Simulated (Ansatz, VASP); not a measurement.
**One calculation of GaSb3, two programs**

File INCAR:

```
SYSTEM = GaSb3
ALGO = Normal ; EDIFF = 1E-6
ENCUT = 520 ; GGA = PS
ISIF = 2 ; ISMEAR = 0
LASPH = .True. ; LCHARG = .True.
LELF = .True. ; LREAL = .False.
LVHAR = .True. ; LWAVE = .False.
NBANDS = 22 ; NELM = 80
PREC = Accurate ; SIGMA = 0.15
```

KPOINTS

```
k-points
0
Gamma
  10 10 10
  0 0 0
```

Contents of POSCAR:

```
GaSb3
1.0
    0.0000000000      3.7453804967      3.4569861985
    3.7453804967      0.0000000000      3.4569861985
    3.7453804967      3.7453804967      0.0000000000
Ga Sb
1 3
Direct
    0.0000000000      0.0000000000      0.0000000000
    0.2500000000      0.2500000000      0.2500000000
    0.7500000000      0.7500000000      0.7500000000
    0.5000000000      0.5000000000      0.5000000000
```

Input for Ansatz:

```yaml
crystal:
  lattice:
    - [0.0, 3.7453804967, 3.4569861985]
    - [3.7453804967, 0.0, 3.4569861985]
    - [3.7453804967, 3.7453804967, 0.0]
  atoms:
    - { symbol: Ga, position: [0.0, 0.0, 0.0] }
    - { symbol: Sb, position: [0.25, 0.25, 0.25] }
    - { symbol: Sb, position: [0.75, 0.75, 0.75] }
    - { symbol: Sb, position: [0.5, 0.5, 0.5] }
basis:
  ecutwfc: 420
kpoints:
  mp_grid: { grid: [10, 10, 10] }
hamiltonian:
  xc: pbesol
  pseudopotentials: { kind: paw, azcp: { folder: soft_1 } }
scf:
  occupations: { method: gaussian, width: 0.15 }
output:
  forces: true
  stress: true
  eigenvalues: true
```

Alike in both runs: task single point; functional PBEsol; k mesh 10 × 10 × 10; occupations gaussian, width 0.15 eV; no spin polarisation.

```csv
,VASP,Ansatz
version,VASP 6.6.1,Ansatz 0.2.0
potentials or method,"VASP PAW PBE potentials, release 64 (Ga_d, Sb), cutoff 520 eV","scalar-relativistic, plane waves, PAW"
valence electrons in the cell,28,58
```

|  | VASP | Ansatz | Ansatz less VASP |
| --- | --- | --- | --- |
| gap on the k mesh at the Fermi level (eV) | none | none | - |
| pressure (GPa) | 0.3 | 0.3 | -0.01 |
| traceless stress, the component that is largest in VASP (GPa) | 0.49 | 0.49 | -0.003 |

VASP's potentials were made for PBE, not for PBEsol, and Ansatz warns of the same on its side. A gap of «none» marks a metal or a gap that the smearing closes. The functional is the same, so the differences come from potentials, cutoffs and numerics. VASP's potentials hold 28 valence electrons a cell and Ansatz's 58, so a difference there can come from the potentials and not from the codes.

Spin-orbit coupling is off throughout.
